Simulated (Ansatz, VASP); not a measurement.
**Cu in VASP and in Ansatz**

INCAR

```
PREC = Accurate
ENCUT = 520
EDIFF = 1E-7
ISMEAR = 0
SIGMA = 0.01
LREAL = False
LASPH = True
NELM = 80
ALGO = Normal
ISIF = 2
LWAVE = False
LCHARG = False
GGA = PE
NBANDS = 12
```

The input KPOINTS:

```
Automatic mesh
0
Gamma
  10 10 10
```

Contents of POSCAR:

```
Cu
1.0
   -1.4427933200      1.4427933200      1.3760814500
    1.4427933200     -1.4427933200      1.3760814500
    1.4427933200      1.4427933200     -1.3760814500
Cu
1
Direct
    0.0000000000      0.0000000000      0.0000000000
```

Input for Ansatz:

```yaml
crystal:
  lattice:
    - [-1.44279332, 1.44279332, 1.37608145]
    - [1.44279332, -1.44279332, 1.37608145]
    - [1.44279332, 1.44279332, -1.37608145]
  atoms:
    - { symbol: Cu, position: [0.0, 0.0, 0.0] }
basis:
  ecutwfc: 420
kpoints:
  mp_grid: { grid: [10, 10, 10] }
hamiltonian:
  xc: pbe
scf:
  occupations: { method: gaussian, width: 0.01 }
output:
  forces: true
  stress: true
  eigenvalues: true
```

Alike in both runs: task single point; functional PBE; k mesh 10 × 10 × 10; occupations gaussian, width 0.01 eV; no spin polarisation.

|  | VASP | Ansatz |
| --- | --- | --- |
| version | VASP 6.6.1 | Ansatz 0.2.0 |
| potentials or method | VASP PAW PBE potentials, release 64 (Cu), cutoff 520 eV | scalar-relativistic, plane waves, PAW |
| valence electrons in the cell | 11 | 19 |

VASP gave:

| Property | Result |
| --- | --- |
| gap on the k mesh at the Fermi level (eV) | none |
| pressure (GPa) | 7.9 |
| traceless stress, the component that is largest in VASP (GPa) | -0.96 |

**Question.** Which values does Ansatz return?

**Answer.** gap on the k mesh at the Fermi level (eV): none; pressure (GPa): 7.1; traceless stress, the component that is largest in VASP (GPa): -0.41.

A gap of «none» marks a metal or a gap that the smearing closes. VASP's potentials hold 11 valence electrons a cell and Ansatz's 19, so a difference there can come from the potentials and not from the codes.
